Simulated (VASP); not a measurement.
# HgSe (F-43m) in VASP: single point with PBE

Aim: the single point of HgSe with PBE.

Program: VASP 6.6.1. These are calculated values, not measurements. Logs are shortened: lines on timing, memory, paths and dates and some standing lists are left out, and cuts for length are marked.

### 1 The cell of the first run

The structure is cubic, space group F-43m (No. 216). The conventional cell has a = 6.078 Å, b = 6.078 Å, c = 6.078 Å, α = 90.00°, β = 90.00°, γ = 90.00°. Within 3.5 Å of Hg (site symmetry -43m) lie 4 Se at 2.63 Å. Se (site symmetry -43m) has 4 Hg at 2.63 Å within 3.5 Å.

### 2 Single point, PBE

File INCAR:

```
SYSTEM = HgSe
PREC = Accurate ; ENCUT = 500
EDIFF = 1E-6 ; ISMEAR = -1
SIGMA = 0.02 ; LREAL = .False.
LASPH = .True. ; NELM = 120
ALGO = Normal ; ISIF = 2
LWAVE = .False. ; LCHARG = .False.
GGA = PE ; NBANDS = 16
GGA_COMPAT = .False.
```

File KPOINTS:

```
regular mesh
0
Gamma
  4 4 4
  0 0 0
```

File POSCAR:

```
HgSe
1.0
    0.0000000000      3.0390000000      3.0390000000
    3.0390000000      0.0000000000      3.0390000000
    3.0390000000      3.0390000000      0.0000000000
Hg Se
1 1
Direct
    0.0000000000      0.0000000000      0.0000000000
    0.7500000000      0.7500000000      0.7500000000
```

Potentials or basis: VASP PAW PBE potentials, release 64 (Hg, Se).

On the command line:

```sh
cat potpaw_PBE.64/Hg/POTCAR potpaw_PBE.64/Se/POTCAR > POTCAR
mpirun -np 1 vasp_std > vasp.out
```

OUTCAR:

```text
SYSTEM = HgSe
   PREC = Accurate
   ENCUT = 500
   EDIFF = 1E-6
   ISMEAR = -1
   LREAL = .False.
   LASPH = .True.
   NELM = 120
   ISIF = 2
   GGA = PE

 ion  position               nearest neighbor table
   1  0.000  0.000  0.000-   2 2.63   2 2.63   2 2.63   2 2.63
   2  0.750  0.750  0.750-   1 2.63   1 2.63   1 2.63   1 2.63

  LATTYP: Found a face centered cubic cell.
 ALAT       =     6.0780000000

  Lattice vectors:

 A1 = (   0.0000000000,   3.0390000000,   3.0390000000)
 A2 = (   3.0390000000,   0.0000000000,   3.0390000000)
 A3 = (   3.0390000000,   3.0390000000,   0.0000000000)

Analysis of symmetry for initial positions (statically):
=====================================================================
 Subroutine PRICEL returns:
 Original cell was already a primitive cell.

 Routine SETGRP: Setting up the symmetry group for a
 face centered cubic supercell.

 Subroutine GETGRP returns: Found 24 space group operations
 (whereof 24 operations were pure point group operations)
 out of a pool of 48 trial point group operations.

The static configuration has the point symmetry T_d .

Analysis of symmetry for dynamics (positions and initial velocities):
=====================================================================
 Subroutine PRICEL returns:
 Original cell was already a primitive cell.

 Routine SETGRP: Setting up the symmetry group for a
 face centered cubic supercell.

 Subroutine GETGRP returns: Found 24 space group operations
 (whereof 24 operations were pure point group operations)
 out of a pool of 48 trial point group operations.

The dynamic configuration has the point symmetry T_d .

 Subroutine INISYM returns: Found 24 space group operations
 (whereof 24 operations are pure point group operations),
 and found     1 'primitive' translations

----------------------------------------------------------------------------------------

                                     Primitive cell

  volume of cell :      56.1335

  direct lattice vectors                    reciprocal lattice vectors
     0.000000000  3.039000000  3.039000000    -0.164527805  0.164527805  0.164527805
     3.039000000  0.000000000  3.039000000     0.164527805 -0.164527805  0.164527805
     3.039000000  3.039000000  0.000000000     0.164527805  0.164527805 -0.164527805

  length of vectors
     4.297795016  4.297795016  4.297795016     0.284970518  0.284970518  0.284970518

  position of ions in fractional coordinates (direct lattice)
     0.000000000  0.000000000  0.000000000
     0.750000000  0.750000000  0.750000000

  ion indices of the primitive-cell ions
   primitive index   ion index
                 1           1
                 2           2

----------------------------------------------------------------------------------------

 KPOINTS: regular mesh

Automatic generation of k-mesh.
 Grid dimensions read from file:
 generate k-points for:    4    4    4

 Generating k-lattice:

  Cartesian coordinates                     Fractional coordinates (reciprocal lattice)
    -0.041131951  0.041131951  0.041131951     0.250000000  0.000000000  0.000000000
     0.041131951 -0.041131951  0.041131951     0.000000000  0.250000000  0.000000000
     0.041131951  0.041131951 -0.041131951     0.000000000  0.000000000  0.250000000

  Length of vectors
     0.071242629  0.071242629  0.071242629

  Shift w.r.t. Gamma in fractional coordinates (k-lattice)
     0.000000000  0.000000000  0.000000000

 Subroutine IBZKPT returns following result:
 ===========================================

 Found      8 irreducible k-points:

 Following reciprocal coordinates:
            Coordinates               Weight
  0.000000  0.000000  0.000000      1.000000
  0.250000  0.000000  0.000000      8.000000
  0.500000  0.000000  0.000000      4.000000
  0.250000  0.250000  0.000000      6.000000
  0.500000  0.250000  0.000000     24.000000
 -0.250000  0.250000  0.000000     12.000000
  0.500000  0.500000  0.000000      3.000000
 -0.250000  0.500000  0.250000      6.000000
   k-points           NKPTS =      8   k-points in BZ     NKDIM =      8   number of bands    NBANDS=     16
   number of dos      NEDOS =    301   number of ions     NIONS =      2
   total plane-waves  NPLWV =  32768
   dimension x,y,z NGX =    32 NGY =   32 NGZ =   32
   dimension x,y,z NGXF=    64 NGYF=   64 NGZF=   64
   ions per type =               1   1
   NGX,Y,Z   is equivalent  to a cutoff of  12.38, 12.38, 12.38 a.u.
   NGXF,Y,Z  is equivalent  to a cutoff of  24.76, 24.76, 24.76 a.u.
 SYSTEM =  HgSe
   PREC   = accura    normal or accurate (medium, high low for compatibility)
   ISTART =      0    job   : 0-new  1-cont  2-samecut
   ICHARG =      2    charge: 1-file 2-atom 10-const
   ISPIN  =      1    spin polarized calculation?
   LNONCOLLINEAR =      F non collinear calculations
   LSORBIT =      F    spin-orbit coupling
   LASPH  =      T    aspherical Exc in radial PAW
   ENCUT  =  500.0 eV  36.75 Ry    6.06 a.u.   7.84  7.84  7.84*2*pi/ulx,y,z
   NELM   =    120;   NELMIN=  2; NELMDL= -5     # of ELM steps
   EDIFF  = 0.1E-05   stopping-criterion for ELM
   LREAL  =      F    real-space projection
[... 7 lines left out ...]
   TEBEG  =    0.0;   TEEND  =   0.0 temperature during run
   PSTRESS=    0.0 pullay stress
   NELECT =      18.0000    total number of electrons
   NUPDOWN=      -1.0000    fix difference up-down
   EMIN   =  10.00;   EMAX   =-10.00  energy-range for DOS
   EFERMI =   0.00;   METHOD = LEGACY
   ISMEAR =    -1;   SIGMA  =   0.02  broadening in eV -4-tet -1-fermi 0-gaus
   EFERMI_NEDOS =   21; number of points for ismear=-14 and -15
   IALGO  =     38    algorithm
   IMIX   =      4    mixing-type and parameters
     AMIX     =   0.40;   BMIX     =  1.00
     AMIX_MAG =   1.60;   BMIX_MAG =  1.00
  volume/ion in A,a.u.               =      28.07       189.40
  Fermi-wavevector in a.u.,A,eV,Ry     =   1.120534  2.117502 17.083421  1.255596
  Thomas-Fermi vector in A             =   2.257181
   LORBIT       =      0    0 simple, 1 ext, 2 COOP (PROOUT), +10 PAW based schemes
   GGA     = PE    functional components
   LHFCALC =     F    Hartree Fock is set to
   AEXX    =    0.0000 exact exchange contribution
   IVDW    =     0    specifies the selected vdW correction
   LEPSILON=     F    determine dielectric tensor
   LRPA    =     F    only Hartree local field effects (RPA)
 non-spin polarized calculation
  energy-cutoff  :      500.00
  volume of cell :       56.13
 maximum number of plane-waves:      1458
   NGX = 15   NGY = 15   NGZ = 15

 number of electron      18.0000004 magnetization

 Free energy of the ion-electron system (eV)
  ---------------------------------------------------
  ext. energy  EPLUGINS =         0.00000000
  ---------------------------------------------------
  free energy    TOTEN  =        -3.94140711 eV

  energy without entropy =       -3.94021365  energy(sigma->0) =       -3.94081038

 E-fermi :   1.8090     XC(G=0):  -9.0464

 val. band max:        1.7950996436   @ k =   0.0000   0.0000   0.0000
 cond. band min:       2.8602294106   @ k =   0.2500   0.0000   0.0000
 fundamental gap:      1.0651297670
 Fermi energy:         1.8089625278

 k-point     1 :       0.0000    0.0000    0.0000
  band No.  band energies     occupation
      1     -11.6802      2.00000
      2      -5.4125      2.00000
      3      -5.4125      2.00000
      4      -5.4125      2.00000
      5      -4.6698      2.00000
      6      -4.6698      2.00000
[... 8 lines left out ...]
     15      13.0994      0.00000
     16      13.0994      0.00000

 k-point     2 :       0.2500    0.0000    0.0000
  band No.  band energies     occupation
      1     -11.4463      2.00000
      2      -5.3140      2.00000
      3      -5.3140      2.00000
      4      -5.2407      2.00000
      5      -4.6667      2.00000
      6      -4.6667      2.00000
[... 8 lines left out ...]
     15      11.9433      0.00000
     16      11.9433      0.00000

 k-point     3 :       0.5000    0.0000    0.0000
  band No.  band energies     occupation
      1     -11.1980      2.00000
      2      -5.2410      2.00000
      3      -5.2410      2.00000
      4      -4.6218      2.00000
      5      -4.6218      2.00000
      6      -4.3417      2.00000
[... 8 lines left out ...]
     15      13.6151      0.00000
     16      13.6151      0.00000

 k-point     4 :       0.2500    0.2500    0.0000
  band No.  band energies     occupation
      1     -11.3677      2.00000
      2      -5.3715      2.00000
      3      -5.1907      2.00000
      4      -5.1907      2.00000
      5      -4.7240      2.00000
      6      -4.6136      2.00000
[... 8 lines left out ...]
     15      13.2732      0.00000
     16      14.2970      0.00000

 k-point     5 :       0.5000    0.2500    0.0000
  band No.  band energies     occupation
      1     -11.1192      2.00000
      2      -5.2109      2.00000
      3      -5.0753      2.00000
      4      -4.8717      2.00000
      5      -4.6030      2.00000
      6      -4.3985      2.00000
[... 8 lines left out ...]
     15      13.8493      0.00000
     16      14.4313      0.00000

 k-point     6 :      -0.2500    0.2500    0.0000
  band No.  band energies     occupation
      1     -11.2023      2.00000
      2      -5.2043      2.00000
      3      -5.1842      2.00000
      4      -4.8783      2.00000
      5      -4.6905      2.00000
      6      -4.5701      2.00000
[... 8 lines left out ...]
     15      12.8423      0.00000
     16      14.3512      0.00000

 k-point     7 :       0.5000    0.5000    0.0000
  band No.  band energies     occupation
      1     -11.0355      2.00000
      2      -5.2555      2.00000
      3      -4.9039      2.00000
      4      -4.9039      2.00000
      5      -4.5566      2.00000
      6      -4.2960      2.00000
[... 8 lines left out ...]
     15      13.5091      0.00000
     16      14.8843      0.00000

 k-point     8 :      -0.2500    0.5000    0.2500
  band No.  band energies     occupation
      1     -11.0365      2.00000
      2      -5.1193      2.00000
      3      -5.0148      2.00000
      4      -4.7489      2.00000
      5      -4.7241      2.00000
      6      -4.0464      2.00000
[... 8 lines left out ...]
     15      14.2524      0.00000
     16      14.3708      0.00000

------------------------ aborting loop because EDIFF is reached ----------------------------------------

  FORCE on cell =-STRESS in cart. coord.  units (eV):
  Direction    XX          YY          ZZ          XY          YZ          ZX
  --------------------------------------------------------------------------------------
  -------------------------------------------------------------------------------------
  Total        1.8925827      1.8925827      1.8925827      0.0000000      0.0000000      0.0000000
  in kB       54.0186037     54.0186037     54.0186037      0.0000000      0.0000000      0.0000000
  external PRESSURE =      54.0186037 kB  Pullay stress =       0.0000000 kB

 VOLUME and BASIS-vectors are now :
 -----------------------------------------------------------------------------
  energy-cutoff  :      500.00
  volume of cell :       56.13
      direct lattice vectors                 reciprocal lattice vectors
     0.000000000  3.039000000  3.039000000    -0.164527805  0.164527805  0.164527805
     3.039000000  0.000000000  3.039000000     0.164527805 -0.164527805  0.164527805
     3.039000000  3.039000000  0.000000000     0.164527805  0.164527805 -0.164527805

 POSITION                                       TOTAL-FORCE (eV/Angst)
 -----------------------------------------------------------------------------------
      0.00000      0.00000      0.00000        -0.000000     -0.000000     -0.000000
      4.55850      4.55850      4.55850         0.000000      0.000000      0.000000
 -----------------------------------------------------------------------------------
    total drift:                                0.000000      0.000000      0.000000

  FREE ENERGIE OF THE ION-ELECTRON SYSTEM (eV)
  ---------------------------------------------------
  free  energy   TOTEN  =        -3.9414071113 eV

  energy  without entropy=       -3.9402136472  energy(sigma->0) =       -3.94081038
```

Run time: 6.8 s. Hardware: 1 thread of Intel Xeon Platinum 8375C at 2.90GHz (Ice Lake), shared host; peak memory 0.17 GiB.

What came out:

```
Free energy            : -3.9414 eV
Pressure               : 5.4 GPa
Band gap on the k mesh : zero (filled and empty bands touch)
```

Caveat: the k points lie up to 0.45 Å⁻¹ apart; semilocal functionals underestimate gaps, so a narrow gap can read as zero; spin-orbit coupling is left out, which moves the levels of the heavy elements.
